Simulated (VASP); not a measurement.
BAs, 2 atoms in the cell. Symmetry: F-43m, No. 216, cubic system. Conventional cell: a = 4.839 Å, b = 4.839 Å, c = 4.839 Å, α = 90.00°, β = 90.00°, γ = 90.00°. B (site symmetry -43m) has 4 As at 2.10 Å within 2.8 Å. As (site symmetry -43m) has 4 B at 2.10 Å within 2.8 Å.  This cell differs from its parent crystal: volume scaled by 1.020.

- Program: VASP 6.6.1
- Task: single point
- Functional: PBE
- Potentials or basis: VASP PAW PBE potentials, release 64 (B, As)
- Cutoff: 520 eV
- k mesh: 12 × 12 × 12
- Occupations: gaussian, width 0.05 eV
- Spin: no spin polarisation
- Dipole correction: no
- Further INCAR settings: ALGO = Normal; EDIFF = 1e-06; NBANDS = 11

Potentials or basis: VASP PAW PBE potentials, release 64 (B, As).

The run is started by

```sh
$ cat potpaw_PBE.64/B/POTCAR potpaw_PBE.64/As/POTCAR > POTCAR
$ mpirun -np 1 vasp_std > vasp.out
```

Hardware: 1 thread of Intel Xeon 6975P-C, with other jobs on the host.

Question: Estimate the wall time of this run.

Answer: Run time: 49 s on 1 thread of Intel Xeon 6975P-C, on a shared host, peak memory 0.17 GiB. Counts: scf iterations 12, k points 72.
